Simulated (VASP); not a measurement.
# K (Im-3m) in VASP: notebook

K is run at these levels: LDA; tasks: relaxation of cell and atoms.

Everything below comes from runs of VASP 6.6.1. Logs are shortened: lines on timing, memory, paths and dates and some standing lists are left out, and cuts for length are marked.

**1. The cell of the first run**

It takes space group Im-3m (No. 229, cubic). Conventional cell: a = 5.044 Å, b = 5.044 Å, c = 5.044 Å, α = 90.00°, β = 90.00°, γ = 90.00°. K (site symmetry m-3m) has 14 K at 4.37 to 5.04 Å within 5.7 Å.

**2. Relaxation of cell and atoms, LDA**

Contents of INCAR:

```
SYSTEM = K
PREC = Accurate
ENCUT = 600
EDIFF = 1E-7
ISMEAR = 0
SIGMA = 0.05
LREAL = .FALSE.
LASPH = .TRUE.
NELM = 60
ALGO = Normal
ISIF = 3
LWAVE = .FALSE.
LCHARG = .FALSE.
IBRION = 2
NSW = 80
EDIFFG = -0.01
```

Contents of KPOINTS:

```
Automatic mesh
0
G
  7 7 7
  0 0 0
```

Contents of POSCAR:

```
K
1.0
   -2.5219605086      2.5219605086      2.5219605086
    2.5219605086     -2.5219605086      2.5219605086
    2.5219605086      2.5219605086     -2.5219605086
K
1
Direct
    0.0000000000      0.0000000000      0.0000000000
```

Potentials or basis: VASP PAW LDA potentials, release 64 (K_sv).

On the command line:

```sh
$ cat potpaw_LDA.64/K_sv/POTCAR > POTCAR
$ mpirun -np 1 vasp_std > vasp.out
```

OUTCAR:

```text
SYSTEM = K
   PREC = Accurate
   ENCUT = 600
   EDIFF = 1E-7
   ISMEAR = 0
   LREAL = .FALSE.
   LASPH = .TRUE.
   NELM = 60
   ISIF = 3
   IBRION = 2
   NSW = 80
   EDIFFG = -0.01

 ion  position               nearest neighbor table
   1  0.000  0.000  0.000-

  LATTYP: Found a body centered cubic cell.
 ALAT       =     5.0439210172

  Lattice vectors:

 A1 = (  -2.5219605086,   2.5219605086,   2.5219605086)
 A2 = (   2.5219605086,  -2.5219605086,   2.5219605086)
 A3 = (   2.5219605086,   2.5219605086,  -2.5219605086)

Analysis of symmetry for initial positions (statically):
=====================================================================
 Subroutine PRICEL returns:
 Original cell was already a primitive cell.

 Routine SETGRP: Setting up the symmetry group for a
 body centered cubic supercell.

 Subroutine GETGRP returns: Found 48 space group operations
 (whereof 48 operations were pure point group operations)
 out of a pool of 48 trial point group operations.

The static configuration has the point symmetry O_h .

Analysis of symmetry for dynamics (positions and initial velocities):
=====================================================================
 Subroutine PRICEL returns:
 Original cell was already a primitive cell.

 Routine SETGRP: Setting up the symmetry group for a
 body centered cubic supercell.

 Subroutine GETGRP returns: Found 48 space group operations
 (whereof 48 operations were pure point group operations)
 out of a pool of 48 trial point group operations.

The dynamic configuration has the point symmetry O_h .

 Subroutine INISYM returns: Found 48 space group operations
 (whereof 48 operations are pure point group operations),
 and found     1 'primitive' translations

----------------------------------------------------------------------------------------

                                     Primitive cell

  volume of cell :      64.1615

  direct lattice vectors                    reciprocal lattice vectors
    -2.521960509  2.521960509  2.521960509     0.000000000  0.198258457  0.198258457
     2.521960509 -2.521960509  2.521960509     0.198258457  0.000000000  0.198258457
     2.521960509  2.521960509 -2.521960509     0.198258457  0.198258457  0.000000000

  length of vectors
     4.368163736  4.368163736  4.368163736     0.280379799  0.280379799  0.280379799

  position of ions in fractional coordinates (direct lattice)
     0.000000000  0.000000000  0.000000000

  ion indices of the primitive-cell ions
   primitive index   ion index
                 1           1

----------------------------------------------------------------------------------------

 KPOINTS: Automatic mesh

Automatic generation of k-mesh.
 Grid dimensions read from file:
 generate k-points for:    7    7    7

 Generating k-lattice:

  Cartesian coordinates                     Fractional coordinates (reciprocal lattice)
     0.000000000  0.028322637  0.028322637     0.142857143  0.000000000  0.000000000
     0.028322637  0.000000000  0.028322637     0.000000000  0.142857143  0.000000000
     0.028322637  0.028322637  0.000000000     0.000000000  0.000000000  0.142857143

  Length of vectors
     0.040054257  0.040054257  0.040054257

  Shift w.r.t. Gamma in fractional coordinates (k-lattice)
     0.000000000  0.000000000  0.000000000

 Subroutine IBZKPT returns following result:
 ===========================================

 Found     20 irreducible k-points:

 Following reciprocal coordinates:
            Coordinates               Weight
  0.000000  0.000000  0.000000      1.000000
  0.142857  0.000000  0.000000     12.000000
  0.285714  0.000000  0.000000     12.000000
  0.428571  0.000000  0.000000     12.000000
  0.142857  0.142857  0.000000     24.000000
  0.285714  0.142857  0.000000     48.000000
[... 12 lines left out ...]
 -0.428571 -0.428571  0.285714      8.000000
 -0.428571  0.428571  0.428571      6.000000
   k-points           NKPTS =     20   k-points in BZ     NKDIM =     20   number of bands    NBANDS=      8
   number of dos      NEDOS =    301   number of ions     NIONS =      1
   total plane-waves  NPLWV =  46656
   dimension x,y,z NGX =    36 NGY =   36 NGZ =   36
   dimension x,y,z NGXF=    72 NGYF=   72 NGZF=   72
   ions per type =               1
   NGX,Y,Z   is equivalent  to a cutoff of  13.70, 13.70, 13.70 a.u.
   NGXF,Y,Z  is equivalent  to a cutoff of  27.40, 27.40, 27.40 a.u.
 SYSTEM =  K
   PREC   = accura    normal or accurate (medium, high low for compatibility)
   ISTART =      0    job   : 0-new  1-cont  2-samecut
   ICHARG =      2    charge: 1-file 2-atom 10-const
   ISPIN  =      1    spin polarized calculation?
   LNONCOLLINEAR =      F non collinear calculations
   LSORBIT =      F    spin-orbit coupling
   LASPH  =      T    aspherical Exc in radial PAW
   ENCUT  =  600.0 eV  44.10 Ry    6.64 a.u.   8.72  8.72  8.72*2*pi/ulx,y,z
   NELM   =     60;   NELMIN=  2; NELMDL= -5     # of ELM steps
   EDIFF  = 0.1E-06   stopping-criterion for ELM
   LREAL  =      F    real-space projection
   EDIFFG = -.1E-01   stopping-criterion for IOM
   NSW    =     80    number of steps for IOM
   IBRION =      2    ionic relax: 0-MD 1-quasi-New 2-CG
   NFREE  =      1    steps in history (QN), initial steepest desc. (CG)
   ISIF   =      3    stress and relaxation
   ISYM   =      2    0-nonsym 1-usesym 2-fastsym
   POTIM  = 0.5000    time-step for ionic-motion
   TEBEG  =    0.0;   TEEND  =   0.0 temperature during run
   PSTRESS=    0.0 pullay stress
   NELECT =       9.0000    total number of electrons
   NUPDOWN=      -1.0000    fix difference up-down
   EMIN   =  10.00;   EMAX   =-10.00  energy-range for DOS
   EFERMI =   0.00;   METHOD = LEGACY
   ISMEAR =     0;   SIGMA  =   0.05  broadening in eV -4-tet -1-fermi 0-gaus
   EFERMI_NEDOS =   21; number of points for ismear=-14 and -15
   IALGO  =     38    algorithm
   IMIX   =      4    mixing-type and parameters
     AMIX     =   0.40;   BMIX     =  1.00
     AMIX_MAG =   1.60;   BMIX_MAG =  1.00
  volume/ion in A,a.u.               =      64.16       432.98
  Fermi-wavevector in a.u.,A,eV,Ry     =   0.850610  1.607421  9.844334  0.723538
  Thomas-Fermi vector in A             =   1.966615
   LORBIT       =      0    0 simple, 1 ext, 2 COOP (PROOUT), +10 PAW based schemes
   GGA     = CA    functional components
   LHFCALC =     F    Hartree Fock is set to
   AEXX    =    0.0000 exact exchange contribution
   IVDW    =     0    specifies the selected vdW correction
   LEPSILON=     F    determine dielectric tensor
   LRPA    =     F    only Hartree local field effects (RPA)
 conjugate gradient relaxation of ions
 non-spin polarized calculation
 Gauss-broadening in eV      SIGMA  =   0.05
  energy-cutoff  :      600.00
  volume of cell :       64.16
 maximum number of plane-waves:      2148
   NGX = 17   NGY = 17   NGZ = 17

 number of electron       9.0000001 magnetization

 Free energy of the ion-electron system (eV)
  ---------------------------------------------------
  ext. energy  EPLUGINS =         0.00000000
  ---------------------------------------------------
  free energy    TOTEN  =        -1.16714171 eV

  energy without entropy =       -1.16548426  energy(sigma->0) =       -1.16631298

 E-fermi :  -0.0478     XC(G=0):  -6.2325

 val. band max:       -0.0770384234   @ k =  -0.2857   0.4286   0.1429
 cond. band min:       0.1288262203   @ k =  -0.4286   0.4286   0.1429
 fundamental gap:      0.2058646437
 Fermi energy:        -0.0478073796

 k-point     1 :       0.0000    0.0000    0.0000
  band No.  band energies     occupation
      1     -31.7416      2.00000
      2     -15.4086      2.00000
      3     -15.4086      2.00000
      4     -15.4086      2.00000
      5      -2.3656      2.00000
      6       4.2817      0.00000
      7       4.2817      0.00000
      8       4.2817      0.00000

 k-point     2 :       0.1429    0.0000    0.0000
  band No.  band energies     occupation
      1     -31.7400      2.00000
      2     -15.4305      2.00000
      3     -15.4157      2.00000
      4     -15.4086      2.00000
      5      -2.0820      2.00000
      6       3.8630      0.00000
      7       3.9828      0.00000
      8       4.5215      0.00000

 k-point     3 :       0.2857    0.0000    0.0000
  band No.  band energies     occupation
      1     -31.7364      2.00000
      2     -15.4788      2.00000
      3     -15.4315      2.00000
      4     -15.4087      2.00000
      5      -1.2788      2.00000
      6       2.6552      0.00000
      7       3.4729      0.00000
      8       5.1507      0.00000

 k-point     4 :       0.4286    0.0000    0.0000
  band No.  band energies     occupation
      1     -31.7336      2.00000
      2     -15.5167      2.00000
      3     -15.4441      2.00000
      4     -15.4088      2.00000
      5      -0.1060      1.90006
      6       1.3238      0.00000
      7       3.1535      0.00000
      8       5.0680      0.00000

 k-point     5 :       0.1429    0.1429    0.0000
  band No.  band energies     occupation
      1     -31.7374      2.00000
      2     -15.4635      2.00000
      3     -15.4241      2.00000
      4     -15.4137      2.00000
      5      -1.5374      2.00000
      6       3.1663      0.00000
      7       3.4486      0.00000
      8       4.8985      0.00000
[... 133 lines left out ...]
 k-point    18 :      -0.4286    0.4286    0.2857
  band No.  band energies     occupation
      1     -31.7296      2.00000
      2     -15.4980      2.00000
      3     -15.4705      2.00000
      4     -15.4589      2.00000
      5       0.7142      0.00000
      6       1.7552      0.00000
      7       3.3239      0.00000
      8       3.5476      0.00000

 k-point    19 :      -0.4286   -0.4286    0.2857
  band No.  band energies     occupation
      1     -31.7284      2.00000
      2     -15.4909      2.00000
      3     -15.4909      2.00000
      4     -15.4623      2.00000
      5       1.4453      0.00000
      6       1.4453      0.00000
      7       2.7032      0.00000
      8       4.2651      0.00000

 k-point    20 :      -0.4286    0.4286    0.4286
  band No.  band energies     occupation
      1     -31.7273      2.00000
      2     -15.4888      2.00000
      3     -15.4850      2.00000
      4     -15.4850      2.00000
      5       1.3409      0.00000
      6       1.6957      0.00000
      7       3.7437      0.00000
      8       3.7680      0.00000

------------------------ aborting loop because EDIFF is reached ----------------------------------------

  FORCE on cell =-STRESS in cart. coord.  units (eV):
  Direction    XX          YY          ZZ          XY          YZ          ZX
  --------------------------------------------------------------------------------------
  -------------------------------------------------------------------------------------
  Total       -0.0070353     -0.0070353     -0.0070353     -0.0000000     -0.0000000     -0.0000000
  in kB       -0.1756783     -0.1756783     -0.1756783     -0.0000000     -0.0000000     -0.0000000
  external PRESSURE =      -0.1756783 kB  Pullay stress =       0.0000000 kB

 VOLUME and BASIS-vectors are now :
 -----------------------------------------------------------------------------
  energy-cutoff  :      600.00
  volume of cell :       64.16
      direct lattice vectors                 reciprocal lattice vectors
    -2.521960509  2.521960509  2.521960509     0.000000000  0.198258457  0.198258457
     2.521960509 -2.521960509  2.521960509     0.198258457  0.000000000  0.198258457
     2.521960509  2.521960509 -2.521960509     0.198258457  0.198258457  0.000000000

 POSITION                                       TOTAL-FORCE (eV/Angst)
 -----------------------------------------------------------------------------------
      0.00000      0.00000      0.00000         0.000000     -0.000000      0.000000
 -----------------------------------------------------------------------------------
    total drift:                               -0.000000     -0.000000      0.000000

  FREE ENERGIE OF THE ION-ELECTRON SYSTEM (eV)
  ---------------------------------------------------
  free  energy   TOTEN  =        -1.1671417109 eV

  energy  without entropy=       -1.1654842574  energy(sigma->0) =       -1.16631298

 reached required accuracy - stopping structural energy minimisation
```

It took 7.4 s on 1 thread of AMD EPYC 9R45 (Zen 5), shared host; peak memory 0.13 GiB.

Results:

```
Free energy             : -1.1671 eV
Pressure after relaxing : 0.0 GPa
Band gap on the k mesh  : zero (an odd number of electrons rules out a gap without spin polarisation)
```

Final structure:
```cif
data_structure
_symmetry_space_group_name_H-M 'P 1'
_symmetry_Int_Tables_number 1
_cell_length_a 4.3682
_cell_length_b 4.3682
_cell_length_c 4.3682
_cell_angle_alpha 109.471
_cell_angle_beta 109.471
_cell_angle_gamma 109.471
_cell_volume 64.16
loop_
_atom_site_label
_atom_site_type_symbol
_atom_site_fract_x
_atom_site_fract_y
_atom_site_fract_z
_atom_site_occupancy
K1 K 0.00000 0.00000 0.00000 1
```

**3. Relaxation of cell and atoms, LDA**

This run uses another cell than the first one, of 71.32 Å³/atom.

Contents of INCAR:

```
SYSTEM = K
PREC     = Accurate       ! precision mode
ENCUT    = 600            ! plane-wave cutoff, eV
EDIFF    = 1E-7           ! SCF threshold, eV
ISMEAR   = 0              ! smearing method
SIGMA    = 0.05           ! smearing width, eV
LREAL    = .False.        ! projectors in reciprocal space
LASPH    = .True.         ! aspherical terms in the spheres
NELM     = 100            ! most SCF steps
ALGO     = Normal         ! electronic algorithm
ISIF     = 3              ! what is computed and relaxed
LWAVE    = .False.        ! write WAVECAR
LCHARG   = .False.        ! write CHGCAR
GGA      = CA             ! functional
IBRION   = 2              ! ionic algorithm
NSW      = 80             ! ionic steps
EDIFFG   = -0.01          ! ionic threshold
```

Contents of KPOINTS:

```
regular mesh
0
Gamma
  7 7 7
  0 0 0
```

Contents of POSCAR:

```
K
1.0
   -2.6125000000      2.6125000000      2.6125000000
    2.6125000000     -2.6125000000      2.6125000000
    2.6125000000      2.6125000000     -2.6125000000
K
1
Direct
    0.0000000000      0.0000000000      0.0000000000
```

Potentials or basis: VASP PAW LDA potentials, release 64 (K_sv).

On the command line:

```sh
$ cat potpaw_LDA.64/K_sv/POTCAR > POTCAR
$ mpirun -np 1 vasp_std > vasp.out
```

Wall time 22 s (1 thread of AMD EPYC 9R45 (Zen 5), shared host); peak memory 0.15 GiB.

Results (log left out):

| Property | Result |
| --- | --- |
| Free energy | -1.1673 eV |
| Relaxed volume | 63.93 Å³/atom |
| Relaxed cell | a = 4.363 Å, b = 4.363 Å, c = 4.363 Å, α = 109.47°, β = 109.47°, γ = 109.47° |
| Space group after relaxing (to 0.1 Å) | Im-3m (No. 229) |
| Energy gained by relaxing | 10.0 meV/atom |
| Ionic steps | 4 |
| Pressure after relaxing | 0.0 GPa |
| Band gap on the k mesh | zero (an odd number of electrons rules out a gap without spin polarisation) |

Step by step:
| step | energy change (eV) | largest force (eV/Å) | pressure (GPa) | volume (Å³) |
| --- | --- | --- | --- | --- |
| 1 | 0.0000 | 0.0000 | -0.40 | 71.32 |
| 2 | -0.0041 | 0.0000 | -0.32 | 69.50 |
| 3 | -0.0100 | 0.0000 | -0.03 | 64.37 |
| 4 | -0.0100 | 0.0000 | 0.00 | 63.93 |

Final structure:
```
K
1.0
    -2.51887    2.51887    2.51887
     2.51887   -2.51887    2.51887
     2.51887    2.51887   -2.51887
K
1
Direct
  0.00000 0.00000 0.00000
```

Levels at points of the mesh, in eV from the Fermi level:
```
           k point  band 2  band 3  band 4  band 5  band 6  band 7  band 8
(0.00, 0.00, 0.00)  -15.36  -15.36  -15.36   -2.32    4.33    4.33    4.33
```

LDA usually gives volumes a few per cent too small. Zero-point motion and thermal expansion aren't in these numbers.

The gap in the log of VASP goes by the Fermi energy; the results here count the filled bands.